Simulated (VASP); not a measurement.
BaS:

```
CELL_PARAMETERS angstrom
0.00000 3.19375 3.19375
3.19375 0.00000 3.19375
3.19375 3.19375 0.00000
ATOMIC_POSITIONS crystal
Ba 0.00000 0.00000 0.00000
S 0.50000 0.50000 0.50000
```

Program: VASP 6.6.1. Alike in all runs: task single point; cell as given; cutoff (eV) 520.

Problem. Order these runs on this cell by their pressure, lowest first.
A. level r2SCAN; potentials or basis VASP PAW PBE potentials, release 64 (Ba_sv, S); spin off; k mesh 7 × 7 × 7; smearing fermi-dirac 0.05 eV
B. level LDA; potentials or basis VASP PAW LDA potentials, release 64 (Ba_sv, S); spin non-collinear, zero start, SOC; k mesh 5 × 5 × 5; smearing tetrahedron
C. level RPBE; potentials or basis VASP PAW PBE potentials, release 64 (Ba_sv, S); spin off; k mesh 7 × 7 × 7; smearing gaussian 0.05 eV

Solution. B (-1.8 GPa), A (1.4 GPa), C (3.0 GPa).

Caveats: the PAW data sets were made with another functional, which shifts forces and pressure a little (some runs).
